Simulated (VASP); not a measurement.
Runs of VASP 6.6.1 on ZnSe. The structure is that of space group F-43m (No. 216), or close to it. The cells are those of the table. 

```csv
task,level,spin,cell,k mesh,smearing,gap on the mesh (eV),pressure (GPa)
single point,PBE,off,"a = 3.885 Å, angles 60.0°, 2 atoms",4 × 4 × 4,gaussian 0.01 eV,1.67,10.4
single point,r2SCAN,"non-collinear, zero start, SOC","a = 3.845 Å, angles 60.0°, 2 atoms",8 × 8 × 8,gaussian 0.01 eV,-,(a)
dielectric tensor,r2SCAN,off,"a = 4.126 Å, angles 60.0°, 2 atoms",6 × 6 × 6,gaussian 0.01 eV,1.50,-
single point,PBE,off,"a = 3.845 Å, angles 60.0°, 2 atoms",8 × 8 × 8,fermi-dirac 0.02 eV,1.82,13.2
single point,PBE,off,"a = 3.926 Å, angles 60.0°, 2 atoms",8 × 8 × 8,fermi-dirac 0.02 eV,1.55,(b)
```

Alike in all rows: potentials or basis VASP PAW PBE potentials, release 64 (Zn, Se); cutoff (eV) 520.

Task: Fill in the values left out.

Result: (a) 10.8; (b) 7.1.

Caveats: some runs use coarse meshes; the PAW data sets were made with another functional, which shifts forces and pressure a little (some runs).

A k mesh can miss the band edges, and rows without SOC leave out spin-orbit coupling on Se.
